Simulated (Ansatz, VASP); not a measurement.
## Two plane-wave programs on PbSe

```
CELL_PARAMETERS angstrom
0.00000 3.10500 3.10500
3.10500 0.00000 3.10500
3.10500 3.10500 0.00000
ATOMIC_POSITIONS crystal
Pb 0.00000 0.00000 0.00000
Se 0.50000 0.50000 0.50000
```

Alike in both runs: task single point; functional r2SCAN; k mesh 6 × 6 × 6; occupations fermi-dirac, width 0.02 eV; no spin polarisation.

|  | VASP | Ansatz |
| --- | --- | --- |
| version | VASP 6.6.1 | Ansatz 0.2.0 development build |
| potentials or method | VASP PAW PBE potentials, release 64 (Pb_d, Se) | plane waves, PAW datasets (generated hard set |
| plane-wave cutoff (eV) | 520 | 700 |
| valence electrons in the cell | 20 | 38 |

```csv
,VASP,Ansatz,Ansatz less VASP
gap on the k mesh at the Fermi level (eV),0.72,0.72,+0.002
```

VASP's potentials were made for PBE, not for r2SCAN. With one functional, cell and mesh, what is left measures potentials, basis and numerics. VASP's potentials hold 20 valence electrons a cell and Ansatz's 38, so a difference there can come from the potentials and not from the codes.

Neither program's run includes spin-orbit coupling.
